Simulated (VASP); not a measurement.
Al: single point with r2SCAN

Al:

```
Al
1.0
    -1.59437    1.59437   -1.59437
    -1.59437   -1.59437    1.59437
    -1.27549    6.37747    6.37747
Al
4
Direct
  0.65000 0.65000 0.87500
  0.45000 0.45000 0.12500
  0.85000 0.85000 0.37500
  0.25000 0.25000 0.62500
```

This cell differs from its parent crystal: the part above a cut slid along it.

```json
{
  "Program": "VASP 6.6.1",
  "Task": "single point",
  "Functional": "r2SCAN",
  "Potentials or basis": "VASP PAW PBE potentials, release 64 (Al)",
  "Cutoff": "520 eV",
  "k mesh": "22 × 22 × 7",
  "Occupations": "gaussian, width 0.15 eV",
  "Spin": "no spin polarisation",
  "Dipole correction": "no",
  "Further INCAR settings": "ALGO = Normal; EDIFF = 1e-06; NBANDS = 14"
}
```

```
Pressure               : 4.8 GPa
Largest force          : 2.778 eV/Å
Band gap on the k mesh : zero (bands 6 and 7 overlap by 7.21 eV)
```

Forces on the atoms (eV/Å):
```
Al  -0.494 -1.933 -1.933
Al   0.494  1.933  1.933
Al  -0.018 -0.056 -0.056
Al   0.018  0.056  0.056
```

Stress tensor (GPa, compression positive):
```
-0.42  1.72  1.72
 1.72  7.43  6.50
 1.72  6.50  7.43
```

Levels at points of the mesh, in eV from the Fermi level:
```
           k point  band 3  band 4  band 5  band 6  band 7  band 8  band 9  band 10
(0.00, 0.00, 0.00)  -10.00   -4.81   -3.96    4.26    4.70    9.14    9.32     9.36
(0.50, 0.00, 0.00)   -5.16   -4.97   -4.04   -3.09   -0.61   -0.02    2.46     2.96
(0.50, 0.50, 0.00)   -2.96   -2.91   -2.23   -2.16    1.59    2.09    2.45     2.62
```

Wall time 69 min on 1 thread of Oxide Virtual Turin-like Processor, with other jobs on the host, peak memory 0.63 GiB.

Caveat: the cell differs from its parent crystal (the part above a cut slid along it); the stress differs along the axes, from -0 to 7 GPa; the PAW data sets were made with another functional, which shifts forces and pressure a little.
